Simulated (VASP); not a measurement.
# SiC (Cmc2_1) in VASP: settings compared

SiC is run at these levels: PBE, LDA; tasks: electric field gradients.

Everything below comes from runs of VASP 6.6.1. Logs are shortened: lines on timing, memory, paths and dates and some standing lists are left out, and cuts for length are marked.

### 1 The cell of the first run

The typed cell holds 12 atoms: a = 3.038 Å, b = 3.038 Å, c = 14.918 Å, α = 90.00°, β = 90.00°, γ = 120.04°.

### 2 Electric field gradients, PBE (9.93 Å³/atom)

INCAR reads:

```
SYSTEM = SiC
PREC = Accurate
ENCUT = 520
EDIFF = 1E-8
ISMEAR = -1
SIGMA = 0.02
LREAL = .FALSE.
LASPH = .TRUE.
NELM = 100
ALGO = Normal
ISIF = 2
LWAVE = .FALSE.
LCHARG = .FALSE.
GGA = PE
LEFG = .TRUE.
NBANDS = 36
```

KPOINTS reads:

```
Automatic mesh
0
G
  10 10 2
  0 0 0
```

POSCAR reads:

```
SiC
1.0
    1.5181015045     -2.6314482833      0.0000000000
    1.5181015045      2.6314482833      0.0000000000
    0.0000000000      0.0000000000     14.9175249467
Si C
6 6
Direct
    0.1666620609      0.8333379391      0.8577214520
    0.8333379391      0.1666620609      0.3577214520
    0.5001149274      0.4998850726      0.5245066742
    0.4998850726      0.5001149274      0.0245066742
    0.8334420063      0.1665579937      0.6912249934
    0.1665579937      0.8334420063      0.1912249934
    0.5001800044      0.4998199956      0.6498136388
    0.4998199956      0.5001800044      0.1498136388
    0.1666200921      0.8333799079      0.9826819951
    0.8333799079      0.1666200921      0.4826819951
    0.8333969726      0.1666030274      0.8161912464
    0.1666030274      0.8333969726      0.3161912464
```

Potentials or basis: VASP PAW PBE potentials, release 64 (Si, C).

On the command line:

```
$ cat potpaw_PBE.64/Si/POTCAR potpaw_PBE.64/C/POTCAR > POTCAR
$ mpirun -np 1 vasp_std > vasp.out
```

OUTCAR:

```text
SYSTEM = SiC
   PREC = Accurate
   ENCUT = 520
   EDIFF = 1E-8
   ISMEAR = -1
   LREAL = .FALSE.
   LASPH = .TRUE.
   NELM = 100
   ISIF = 2
   GGA = PE

 ion  position               nearest neighbor table
   1  0.167  0.833  0.858-  11 1.86  11 1.86  11 1.86   9 1.86   5 3.04   5 3.04   5 3.04   4 3.04
                             4 3.04   4 3.04
   2  0.833  0.167  0.358-  12 1.86  12 1.86  12 1.86  10 1.86   6 3.04   6 3.04   6 3.04   3 3.04
                             3 3.04   3 3.04
   3  0.500  0.500  0.525-  10 1.86  10 1.86  10 1.86   7 1.87   5 3.04   5 3.04   5 3.04   2 3.04
                             2 3.04   2 3.04
   4  0.500  0.500  0.025-   9 1.86   9 1.86   9 1.86   8 1.87   6 3.04   6 3.04   6 3.04   1 3.04
                             1 3.04   1 3.04
   5  0.833  0.167  0.691-   7 1.86   7 1.86   7 1.86  11 1.86   1 3.04   1 3.04   1 3.04   3 3.04
                             3 3.04   3 3.04
   6  0.167  0.833  0.191-   8 1.86   8 1.86   8 1.86  12 1.86   2 3.04   2 3.04   2 3.04   4 3.04
                             4 3.04   4 3.04
   7  0.500  0.500  0.650-   5 1.86   5 1.86   5 1.86   3 1.87
   8  0.500  0.500  0.150-   6 1.86   6 1.86   6 1.86   4 1.87
   9  0.167  0.833  0.983-   4 1.86   4 1.86   4 1.86   1 1.86
  10  0.833  0.167  0.483-   3 1.86   3 1.86   3 1.86   2 1.86
  11  0.833  0.167  0.816-   1 1.86   1 1.86   1 1.86   5 1.86
  12  0.167  0.833  0.316-   2 1.86   2 1.86   2 1.86   6 1.86

  LATTYP: Found a base centered orthorhombic cell.
 ALAT       =     3.0362030090
 B/A-ratio  =     1.7333809864
 C/A-ratio  =     4.9132172330

  Lattice vectors:

 A1 = (   1.5181015045,  -2.6314482833,   0.0000000000)
 A2 = (   1.5181015045,   2.6314482833,   0.0000000000)
 A3 = (   0.0000000000,   0.0000000000,  14.9175249467)

Analysis of symmetry for initial positions (statically):
=====================================================================
 Subroutine PRICEL returns:
 Original cell was already a primitive cell.

 Routine SETGRP: Setting up the symmetry group for a
 base centered orthorhombic supercell.

 Subroutine GETGRP returns: Found  4 space group operations
 (whereof  2 operations were pure point group operations)
 out of a pool of  8 trial point group operations.

The static configuration has the point symmetry C_1h.
 The point group associated with its full space group is C_2v.

Analysis of symmetry for dynamics (positions and initial velocities):
=====================================================================
 Subroutine PRICEL returns:
 Original cell was already a primitive cell.

 Routine SETGRP: Setting up the symmetry group for a
 base centered orthorhombic supercell.

 Subroutine GETGRP returns: Found  4 space group operations
 (whereof  2 operations were pure point group operations)
 out of a pool of  8 trial point group operations.

The dynamic configuration has the point symmetry C_1h.
 The point group associated with its full space group is C_2v.

 Subroutine INISYM returns: Found  4 space group operations
 (whereof  2 operations are pure point group operations),
 and found     1 'primitive' translations

----------------------------------------------------------------------------------------

                                     Primitive cell

  volume of cell :     119.1852

  direct lattice vectors                    reciprocal lattice vectors
     1.518101504 -2.631448283  0.000000000     0.329358741 -0.190009434  0.000000000
     1.518101504  2.631448283  0.000000000     0.329358741  0.190009434  0.000000000
     0.000000000  0.000000000 14.917524947     0.000000000  0.000000000  0.067035249

  length of vectors
     3.037951982  3.037951982 14.917524947     0.380237775  0.380237775  0.067035249

  position of ions in fractional coordinates (direct lattice)
     0.166662061  0.833337939  0.857721452
     0.833337939  0.166662061  0.357721452
     0.500114927  0.499885073  0.524506674
     0.499885073  0.500114927  0.024506674
[... 118 lines left out ...]
  Thomas-Fermi vector in A             =   2.344559
   LORBIT       =      0    0 simple, 1 ext, 2 COOP (PROOUT), +10 PAW based schemes
   GGA     = PE    functional components
   LHFCALC =     F    Hartree Fock is set to
   AEXX    =    0.0000 exact exchange contribution
   IVDW    =     0    specifies the selected vdW correction
   LEPSILON=     F    determine dielectric tensor
   LRPA    =     F    only Hartree local field effects (RPA)
 non-spin polarized calculation
  energy-cutoff  :      520.00
  volume of cell :      119.19
 maximum number of plane-waves:      3248
   NGX = 11   NGY = 11   NGZ = 55

 number of electron      47.9999995 magnetization

 Free energy of the ion-electron system (eV)
  ---------------------------------------------------
  ext. energy  EPLUGINS =         0.00000000
  ---------------------------------------------------
  free energy    TOTEN  =       -90.10686656 eV

  energy without entropy =      -90.10686656  energy(sigma->0) =      -90.10686656

 E-fermi :   9.0584     XC(G=0): -11.5337

 val. band max:        8.6255842603   @ k =   0.0000   0.0000   0.0000
 cond. band min:      10.6297443976   @ k =   0.5000  -0.0000   0.0000
 fundamental gap:      2.0041601374
 Fermi energy:         9.0584075002

 k-point     1 :       0.0000    0.0000    0.0000
  band No.  band energies     occupation
      1      -7.1632      2.00000
      2      -6.6259      2.00000
      3      -6.5875      2.00000
      4      -5.0420      2.00000
      5      -5.0122      2.00000
      6      -3.4494      2.00000
[... 925 lines left out ...]
     35      17.7626      0.00000
     36      18.2072      0.00000

 [... further k-points ...]

------------------------ aborting loop because EDIFF is reached ----------------------------------------

  FORCE on cell =-STRESS in cart. coord.  units (eV):
  Direction    XX          YY          ZZ          XY          YZ          ZX
  --------------------------------------------------------------------------------------
  -------------------------------------------------------------------------------------
  Total       10.0071162      9.7716892      9.4280239      0.0000000      0.0000000      0.0000000
  in kB      134.5231740    131.3583873    126.7385810      0.0000000      0.0000000      0.0000000
  external PRESSURE =     130.8733807 kB  Pullay stress =       0.0000000 kB

 VOLUME and BASIS-vectors are now :
 -----------------------------------------------------------------------------
  energy-cutoff  :      520.00
  volume of cell :      119.19
      direct lattice vectors                 reciprocal lattice vectors
     1.518101504 -2.631448283  0.000000000     0.329358741 -0.190009434  0.000000000
     1.518101504  2.631448283  0.000000000     0.329358741  0.190009434  0.000000000
     0.000000000  0.000000000 14.917524947     0.000000000  0.000000000  0.067035249

 POSITION                                       TOTAL-FORCE (eV/Angst)
 -----------------------------------------------------------------------------------
      1.51810      1.75432     12.79508         0.000000      0.000779      0.000871
      1.51810     -1.75432      5.33632         0.000000     -0.000779      0.000871
      1.51810     -0.00060      7.82434         0.000000     -0.001024      0.012133
      1.51810      0.00060      0.36558         0.000000      0.001024      0.012133
      1.51810     -1.75487     10.31137         0.000000      0.000756     -0.000470
      1.51810      1.75487      2.85260         0.000000     -0.000756     -0.000470
      1.51810     -0.00095      9.69361         0.000000     -0.000941     -0.007893
      1.51810      0.00095      2.23485         0.000000      0.000941     -0.007893
      1.51810      1.75454     14.65918         0.000000     -0.000697     -0.002405
      1.51810     -1.75454      7.20042         0.000000      0.000697     -0.002405
      1.51810     -1.75463     12.17555         0.000000     -0.000818     -0.002235
      1.51810      1.75463      4.71679         0.000000      0.000818     -0.002235
 -----------------------------------------------------------------------------------
    total drift:                                0.000000      0.000000     -0.000007

  FREE ENERGIE OF THE ION-ELECTRON SYSTEM (eV)
  ---------------------------------------------------
  free  energy   TOTEN  =       -90.1068665567 eV

  energy  without entropy=      -90.1068665567  energy(sigma->0) =      -90.10686656

 Electric field gradients (V/A^2)
---------------------------------------------------------------------
 ion       V_xx      V_yy      V_zz      V_xy      V_xz      V_yz
---------------------------------------------------------------------
   1      -1.140    -1.095     2.235    -0.000    -0.000    -0.085
   2      -1.140    -1.095     2.235     0.000     0.000     0.085
   3       0.164     0.207    -0.371    -0.000     0.000     0.085
   4       0.164     0.207    -0.371    -0.000    -0.000    -0.085
   5      -1.371    -1.330     2.700    -0.000    -0.000    -0.081
   6      -1.371    -1.330     2.700    -0.000     0.000     0.081
   7      -1.253    -1.119     2.372     0.000     0.000    -0.003
   8      -1.253    -1.119     2.372    -0.000    -0.000     0.003
   9      -0.401    -0.272     0.673     0.000     0.000    -0.006
  10      -0.401    -0.272     0.673     0.000     0.000     0.006
  11      -0.242    -0.113     0.355     0.000     0.000    -0.006
  12      -0.242    -0.113     0.355    -0.000    -0.000     0.006
---------------------------------------------------------------------

 Electric field gradients after diagonalization (V/A^2)
 (convention: |V_zz| > |V_xx| > |V_yy|)
----------------------------------------------------------------------
 ion       V_xx      V_yy      V_zz     asymmetry (V_yy - V_xx)/ V_zz
----------------------------------------------------------------------
   1      -1.140    -1.097     2.238       0.019
   2      -1.140    -1.097     2.238       0.019
   3       0.220     0.164    -0.384       0.145
   4       0.220     0.164    -0.384       0.145
   5      -1.371    -1.331     2.702       0.015
   6      -1.371    -1.331     2.702       0.015
   7      -1.253    -1.119     2.372       0.056
   8      -1.253    -1.119     2.372       0.056
   9      -0.401    -0.272     0.673       0.192
  10      -0.401    -0.272     0.673       0.192
  11      -0.242    -0.113     0.355       0.363
  12      -0.242    -0.113     0.355       0.363
----------------------------------------------------------------------

           NMR quadrupolar parameters

 Cq : quadrupolar parameter    Cq=e*Q*V_zz/h
 eta: asymmetry parameters     (V_yy - V_xx)/ V_zz
 Q  : nuclear electric quadrupole moment in mb (millibarn)
----------------------------------------------------------------------
 ion       Cq(MHz)       eta       Q (mb)
----------------------------------------------------------------------
   1       0.005       0.019       1.000
   2       0.005       0.019       1.000
   3      -0.001       0.145       1.000
   4      -0.001       0.145       1.000
   5       0.007       0.015       1.000
   6       0.007       0.015       1.000
   7       0.006       0.056       1.000
   8       0.006       0.056       1.000
   9       0.002       0.192       1.000
  10       0.002       0.192       1.000
  11       0.001       0.363       1.000
  12       0.001       0.363       1.000
----------------------------------------------------------------------
```

Run time: 6.1 min. Hardware: 1 thread of Oxide Virtual Turin-like, shared host; peak memory 0.32 GiB.

Results:

| Item | Value |
| --- | --- |
| Free energy | -90.1069 eV |
| Pressure | 13.1 GPa |
| Largest force | 0.012 eV/Å |
| Band gap on the k mesh | 2.00 eV (least direct gap 3.12 eV) |
| Largest electric field gradient by atom | Si +2.2, -0.4, +2.7 (each value once); C +2.4, +0.7, +0.4 (each value once) V/Å² |

Forces in eV/Å, atoms in the order of the input:
```
Si   0.000  0.001  0.001
Si   0.000 -0.001  0.001
Si   0.000 -0.001  0.012
Si   0.000  0.001  0.012
Si   0.000  0.001  0.000
Si   0.000 -0.001  0.000
C    0.000 -0.001 -0.008
C    0.000  0.001 -0.008
C    0.000 -0.001 -0.002
C    0.000  0.001 -0.002
C    0.000 -0.001 -0.002
C    0.000  0.001 -0.002
```

Electric field gradients, principal values (V/Å²):
```tsv
atom	least	middle	greatest (by size)
1 Si	-1.097	-1.140	2.238
2 Si	-1.097	-1.140	2.238
3 Si	0.164	0.220	-0.384
4 Si	0.164	0.220	-0.384
5 Si	-1.331	-1.371	2.702
6 Si	-1.331	-1.371	2.702
7 C	-1.119	-1.253	2.372
8 C	-1.119	-1.253	2.372
9 C	-0.272	-0.401	0.673
10 C	-0.272	-0.401	0.673
11 C	-0.113	-0.242	0.355
12 C	-0.113	-0.242	0.355
```

Caveat: the cell stands under pressure; without QUAD_EFG the Cq values of the log hold for a quadrupole moment of 1 mb, not for the nuclei. A k mesh can miss the band edges.

[end of part 1 of 2]
